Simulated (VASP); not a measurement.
Runs of VASP 6.6.1 on SiC. The structure is that of space group P6_3mc (No. 186), or close to it. The cells are those of the table. 

```csv
level,cell,k mesh,gap on the mesh (eV),pressure (GPa),largest force (eV/Å)
r2SCAN,"a = 3.046, b = 3.046, c = 9.975 Å, angles 90.0, 90.0, 120.0°, 8 atoms",9 × 9 × 2,2.75,7.1,0.01
PBE,"a = 3.031, b = 3.031, c = 9.923 Å, angles 90.0, 90.0, 120.0°, 8 atoms",9 × 9 × 2,2.35,14.8,0.02
PBE,"a = 3.078, b = 3.078, c = 10.077 Å, angles 90.0, 90.0, 120.0°, 8 atoms",12 × 12 × 4,2.23,3.5,0.01
r2SCAN,"a = 3.078, b = 3.078, c = 10.077 Å, angles 90.0, 90.0, 120.0°, 8 atoms",9 × 9 × 2,2.73,-0.2,-
r2SCAN,"a = 3.078, b = 3.078, c = 10.077 Å, angles 90.0, 90.0, 120.0°, 8 atoms",12 × 12 × 4,2.61,-0.2,-
PBE,"a = 3.063, b = 3.063, c = 10.027 Å, angles 90.0, 90.0, 120.0°, 8 atoms",9 × 9 × 2,(c),6.8,0.01
r2SCAN,"a = 3.138, b = 3.138, c = 10.274 Å, angles 90.0, 90.0, 120.0°, 8 atoms",9 × 9 × 2,2.68,-12.0,0.02
PBE,"a = 3.155, b = 3.155, c = 10.328 Å, angles 90.0, 90.0, 120.0°, 8 atoms",9 × 9 × 2,2.30,-11.1,0.02
PBE,"a = 3.125, b = 3.125, c = 10.230 Å, angles 90.0, 90.0, 120.0°, 8 atoms",9 × 9 × 2,2.32,-6.0,0.01
r2SCAN,"a = 3.015, b = 3.015, c = 9.871 Å, angles 90.0, 90.0, 120.0°, 8 atoms",9 × 9 × 2,(b),(a),0.02
PBE,"a = 3.094, b = 3.094, c = 10.130 Å, angles 90.0, 90.0, 120.0°, 8 atoms",9 × 9 × 2,2.33,0.0,-
r2SCAN,"a = 3.108, b = 3.108, c = 10.176 Å, angles 90.0, 90.0, 120.0°, 8 atoms",9 × 9 × 2,2.71,-6.5,0.01
```

Alike in all rows: task single point; potentials or basis VASP PAW PBE potentials, release 64 (Si, C); no spin polarisation; cutoff (eV) 520; smearing gaussian 0.01 eV.

Problem. Fill in the values left out.

Solution. (a) 15.6; (b) 2.76; (c) 2.34.

Caveats: the PAW data sets were made with another functional, which shifts forces and pressure a little (at least some runs); the cell stands under pressure (at least some runs); the cell stands under tension (at least some runs).

A k mesh can miss the band edges.
